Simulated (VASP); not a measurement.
# InP: single point with r2SCANh

InP:

```
CELL_PARAMETERS angstrom
0.00000 2.76883 2.76883
2.76883 0.00000 2.76883
2.76883 2.76883 0.00000
ATOMIC_POSITIONS crystal
In 0.00000 0.00000 0.00000
P 0.50000 0.50000 0.50000
```

```yaml
Program: VASP 6.6.1
Task: single point
Functional: r2SCANh
Potentials_or_basis: VASP PAW PBE potentials, release 64 (In_d, P)
Cutoff: 520 eV
k_mesh: 4 × 4 × 4
Occupations: fermi-dirac, width 0.05 eV
Spin: no spin polarisation
```

* Pressure: -2.6 GPa
* Band gap on the k mesh: zero (bands 9 and 10 overlap by 2.60 eV)

Levels at points of the mesh, in eV from the Fermi level:
```csv
k point,band 7,band 8,band 9,band 10,band 11,band 12
"(0.00, 0.00, 0.00)",-0.60,-0.60,-0.60,1.21,7.74,7.74
"(0.50, 0.00, 0.00)",-7.42,-0.03,-0.03,3.11,3.86,3.86
"(0.50, 0.50, 0.00)",-5.62,-2.82,-2.82,-2.62,4.33,11.01
```

Wall time 12 min on 1 thread of Intel Xeon 8259CL, on a shared host, peak memory 0.18 GiB.

Caveat: the k points lie up to 0.49 Å⁻¹ apart, too coarse for converged energies and pressures of a metal; the PAW data sets were made with another functional, which shifts forces and pressure a little; spin-orbit coupling is left out, which moves the levels of the heavy elements.
